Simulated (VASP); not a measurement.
# Bi (P-1) in VASP: electric field gradients with PBEsol

Aim: the electric field gradients of Bi with PBEsol.

Program: VASP 6.6.1. These are calculated values, not measurements. Logs are shortened: lines on timing, memory, paths and dates and some standing lists are left out, and cuts for length are marked.

## 1. The cell of the first run

The typed cell holds 2 atoms: a = 4.539 Å, b = 4.500 Å, c = 11.830 Å, α = 89.57°, β = 88.85°, γ = 119.13°.

## 2. Electric field gradients, PBEsol (equal xy, yz and zx shear strains of +2 %)

INCAR

```
SYSTEM = Bi
PREC = Accurate ; ENCUT = 520
EDIFF = 1E-8 ; ISMEAR = -1
SIGMA = 0.08 ; LREAL = .False.
LASPH = .True. ; NELM = 60
ALGO = Normal ; ISIF = 2
LWAVE = .False. ; LCHARG = .False.
GGA = PS ; LEFG = .True.
NBANDS = 22
```

KPOINTS

```
regular mesh
0
Gamma
  9 9 3
  0 0 0
```

POSCAR

```
Bi
1.0
    4.5390002997      0.0453900030      0.0453900030
   -2.2301912542      3.9081945659      0.0166138942
    0.1182900000      0.1182900000     11.8290000000
Bi
2
Direct
    0.3333333333      0.6666666667      0.2500000000
    0.6666666667      0.3333333333      0.7500000000
```

Potentials or basis: VASP PAW PBE potentials, release 64 (Bi_d).

The run is started by

```sh
> cat potpaw_PBE.64/Bi_d/POTCAR > POTCAR
> mpirun -np 1 vasp_std > vasp.out
```

OUTCAR:

```text
SYSTEM = Bi
   PREC = Accurate
   ENCUT = 520
   EDIFF = 1E-8
   ISMEAR = -1
   LREAL = .False.
   LASPH = .True.
   NELM = 60
   ISIF = 2
   GGA = PS

 ion  position               nearest neighbor table
   1  0.333  0.667  0.250-
   2  0.667  0.333  0.750-

  LATTYP: Found a triclinic cell.
 ALAT       =     4.5394541770
 B/A-ratio  =     0.9912599912
 C/A-ratio  =     3.0977476524
 COS(alpha) =     0.0005750395
 COS(beta)  =     0.4729345484
 COS(gamma) =     0.4868514561

  Lattice vectors:

 A1 = (   4.5390002997,   0.0453900030,   0.0453900030)
 A2 = (   2.2301912542,  -3.9081945659,  -0.0166138942)
 A3 = (   6.7295193452,   3.8806845719, -11.7216060998)

Analysis of symmetry for initial positions (statically):
=====================================================================
 Subroutine PRICEL returns:
 Original cell was already a primitive cell.

 Routine SETGRP: Setting up the symmetry group for a
 triclinic supercell.

 Subroutine GETGRP returns: Found  2 space group operations
 (whereof  2 operations were pure point group operations)
 out of a pool of  2 trial point group operations.

The static configuration has the point symmetry S_2 .

Analysis of symmetry for dynamics (positions and initial velocities):
=====================================================================
 Subroutine PRICEL returns:
 Original cell was already a primitive cell.

 Routine SETGRP: Setting up the symmetry group for a
 triclinic supercell.

 Subroutine GETGRP returns: Found  2 space group operations
 (whereof  2 operations were pure point group operations)
 out of a pool of  2 trial point group operations.

The dynamic configuration has the point symmetry S_2 .

 Subroutine INISYM returns: Found  2 space group operations
 (whereof  2 operations are pure point group operations),
 and found     1 'primitive' translations

[... 115 lines left out ...]
  volume/ion in A,a.u.               =     105.50       711.93
  Fermi-wavevector in a.u.,A,eV,Ry     =   0.854461  1.614696  9.933653  0.730103
  Thomas-Fermi vector in A             =   1.971060
   LORBIT       =      0    0 simple, 1 ext, 2 COOP (PROOUT), +10 PAW based schemes
   GGA     = PS    functional components
   LHFCALC =     F    Hartree Fock is set to
   AEXX    =    0.0000 exact exchange contribution
   IVDW    =     0    specifies the selected vdW correction
   LEPSILON=     F    determine dielectric tensor
   LRPA    =     F    only Hartree local field effects (RPA)
 non-spin polarized calculation
  energy-cutoff  :      520.00
  volume of cell :      210.99
 maximum number of plane-waves:      5719
 NGX is ok and might be reduce to    36
   NGX = 17   NGY = 17   NGZ = 43

 number of electron      29.9999997 magnetization

 Free energy of the ion-electron system (eV)
  ---------------------------------------------------
  ext. energy  EPLUGINS =         0.00000000
  ---------------------------------------------------
  free energy    TOTEN  =        -3.44756568 eV

  energy without entropy =       -3.29361794  energy(sigma->0) =       -3.37059181

 E-fermi :  -1.1433     XC(G=0):  -5.4214

 val. band max:       -1.1456587160   @ k =   0.2222  -0.4444   0.3333
 cond. band min:      -1.1401049531   @ k =   0.4444   0.0000   0.0000
 fundamental gap:      0.0055537629
 Fermi energy:        -1.1433410850

 k-point     1 :       0.0000    0.0000    0.0000
  band No.  band energies     occupation
      1     -23.9173      2.00000
      2     -23.9173      2.00000
      3     -23.9165      2.00000
      4     -23.9165      2.00000
      5     -23.9076      2.00000
      6     -23.9076      2.00000
[... 589 lines left out ...]
     21       4.3260      0.00000
     22       4.8442      0.00000

 [... further k-points ...]
[... 5 lines left out ...]
  --------------------------------------------------------------------------------------
  -------------------------------------------------------------------------------------
  Total       -6.5852562     -6.5967643     -0.5104317      0.1094035     -0.0515992     -0.0515800
  in kB      -50.0050208    -50.0924070     -3.8759534      0.8307532     -0.3918174     -0.3916714
  external PRESSURE =     -34.6577937 kB  Pullay stress =       0.0000000 kB

 VOLUME and BASIS-vectors are now :
 -----------------------------------------------------------------------------
  energy-cutoff  :      520.00
  volume of cell :      210.99
      direct lattice vectors                 reciprocal lattice vectors
     4.539000300  0.045390003  0.045390003     0.219096832  0.125041117 -0.003441379
    -2.230191254  3.908194566  0.016613894    -0.002519265  0.254445728 -0.002519265
     0.118290000  0.118290000 11.829000000    -0.000837176 -0.000837176  0.084554743

 POSITION                                       TOTAL-FORCE (eV/Angst)
 -----------------------------------------------------------------------------------
      0.05578      2.65017      2.98346         0.000897     -0.000001     -0.000244
      2.37132      1.42171      8.90755        -0.000897      0.000001      0.000244
 -----------------------------------------------------------------------------------
    total drift:                               -0.000000      0.000000      0.000000

  FREE ENERGIE OF THE ION-ELECTRON SYSTEM (eV)
  ---------------------------------------------------
  free  energy   TOTEN  =        -3.4475656787 eV

  energy  without entropy=       -3.2936179375  energy(sigma->0) =       -3.37059181

 Electric field gradients (V/A^2)
---------------------------------------------------------------------
 ion       V_xx      V_yy      V_zz      V_xy      V_xz      V_yz
---------------------------------------------------------------------
   1     113.024   112.980  -226.004    10.327     3.366     3.369
   2     113.024   112.980  -226.004    10.327     3.366     3.369
---------------------------------------------------------------------

 Electric field gradients after diagonalization (V/A^2)
 (convention: |V_zz| > |V_xx| > |V_yy|)
----------------------------------------------------------------------
 ion       V_xx      V_yy      V_zz     asymmetry (V_yy - V_xx)/ V_zz
----------------------------------------------------------------------
   1     123.394   102.675  -226.069       0.092
   2     123.394   102.675  -226.069       0.092
----------------------------------------------------------------------

           NMR quadrupolar parameters

 Cq : quadrupolar parameter    Cq=e*Q*V_zz/h
 eta: asymmetry parameters     (V_yy - V_xx)/ V_zz
 Q  : nuclear electric quadrupole moment in mb (millibarn)
----------------------------------------------------------------------
 ion       Cq(MHz)       eta       Q (mb)
----------------------------------------------------------------------
   1      -0.547       0.092       1.000
   2      -0.547       0.092       1.000
----------------------------------------------------------------------
```

stdout:

```text
POSCAR found type information on POSCAR Bi
 POSCAR found :  1 types and       2 ions
 scaLAPACK will be used
 -----------------------------------------------------------------------------
[... 27 lines left out ...]
     0.0000950     0.0102585     0.0116616    -0.6963675     0.0116476    -0.0003163
     0.0001308     0.0102585     0.0116616    -0.6963674     0.0116476    -0.0003163
     0.0001801     0.0102585     0.0116616    -0.6963673     0.0116476    -0.0003163

     0.0000690    -9.4264437    -3.0827198   179.1040289    -3.0797591    -0.0202212
     0.0000950    -9.4187160    -3.0800002   178.9456007    -3.0770421    -0.0202125
     0.0001308    -9.4070860    -3.0759001   178.7067453    -3.0729461    -0.0201997
     0.0001801    -9.3896599    -3.0697460   178.3482069    -3.0667980    -0.0201808
```

Run time: 7.5 min. Hardware: 1 thread of Intel Xeon Platinum 8259CL at 2.50GHz (Skylake/Cascade Lake), shared host; peak memory 0.63 GiB.

Results:

```yaml
Free_energy: -3.4476 eV
Pressure: -3.5 GPa
Band_gap_on_the_k_mesh: zero (bands 15 and 16 overlap by 2.09 eV)
Largest_electric_field_gradient_by_atom: Bi -226.1 V/Å²
```

Electric field gradients, principal values (V/Å²):
```tsv
atom	least	middle	greatest (by size)
1 Bi	102.675	123.394	-226.069
2 Bi	102.675	123.394	-226.069
```

Caveat: the cell differs from its parent crystal (equal xy, yz and zx shear strains of +2 %); the cell stands under tension; without QUAD_EFG the Cq values of the log hold for a quadrupole moment of 1 mb, not for the nuclei; the PAW data sets were made with another functional, which shifts forces and pressure a little; spin-orbit coupling is left out, which moves the levels of the heavy elements.
